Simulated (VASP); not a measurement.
A run of VASP 6.6.1:

The input INCAR:

```
PREC = Accurate ; ENCUT = 500
EDIFF = 1E-6 ; ISMEAR = 0
SIGMA = 0.01 ; LREAL = F
LASPH = T ; NELM = 120
ALGO = Normal ; ISIF = 2
LWAVE = F ; LCHARG = T
GGA = CA ; LELF = T
LVHAR = T ; NBANDS = 16
GGA_COMPAT = F
```

File KPOINTS:

```
regular mesh
0
Gamma
  10 10 10
```

The input POSCAR:

```
ZnS
1.0
    0.0000000000      2.6660091294      2.6660091294
    2.6660091294      0.0000000000      2.6660091294
    2.6660091294      2.6660091294      0.0000000000
Zn S
1 1
Direct
    0.2500000000      0.2500000000      0.2500000000
    0.0000000000      0.0000000000      0.0000000000
```

Potentials or basis: VASP PAW LDA potentials, release 64 (Zn, S).

Run with:

```console
$ cat potpaw_LDA.64/Zn/POTCAR potpaw_LDA.64/S/POTCAR > POTCAR
$ mpirun -np 1 vasp_std > vasp.out
```

Hardware: 1 thread of AMD EPYC 9R45 96-Core Processor (Zen 5), with other jobs on the host.

Problem. Estimate the wall time of this run.

Solution. It took 14 s on 1 thread of AMD EPYC 9R45 96-Core Processor (Zen 5) (shared host), peak memory 0.12 GiB. Counts: scf iterations 12, k points 47.
